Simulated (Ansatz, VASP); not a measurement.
**TaN: VASP beside Ansatz**

```
Ta N
1.0
     2.93800    0.00000    0.00000
    -1.46900    2.54438    0.00000
     0.00000    0.00000    2.88300
Ta N
1 1
Direct
  0.00000 0.00000 0.50000
  0.66667 0.33333 0.00000
```

Alike in both runs: functional LDA; k mesh 10 × 10 × 9; occupations fermi-dirac, width 0.05 eV; no spin polarisation.

|  | VASP | Ansatz |
| --- | --- | --- |
| version | VASP 6.6.1 | Ansatz 0.2.0 |
| potentials or method | VASP PAW LDA potentials, release 64 (Ta_sv_GW, N_h) | Ansatz PAW |
| plane-wave cutoff (eV) | 1330 | 420 |
| valence electrons in the cell | 18 | 18 |
| task | single point | band structure |

|  | VASP | Ansatz | Ansatz less VASP |
| --- | --- | --- | --- |
| gap on the k mesh at the Fermi level (eV) | none | none | - |
| pressure (GPa) | -10.5 | -11.6 | -1.09 |
| traceless stress, the component that is largest in VASP (GPa) | -1.01 | -1.07 | -0.061 |

LDA's correlation is that of Perdew and Zunger in VASP and of Perdew and Wang (1992) in Ansatz. A gap of «none» marks a metal or a gap that the smearing closes.

Spin-orbit coupling is off throughout.
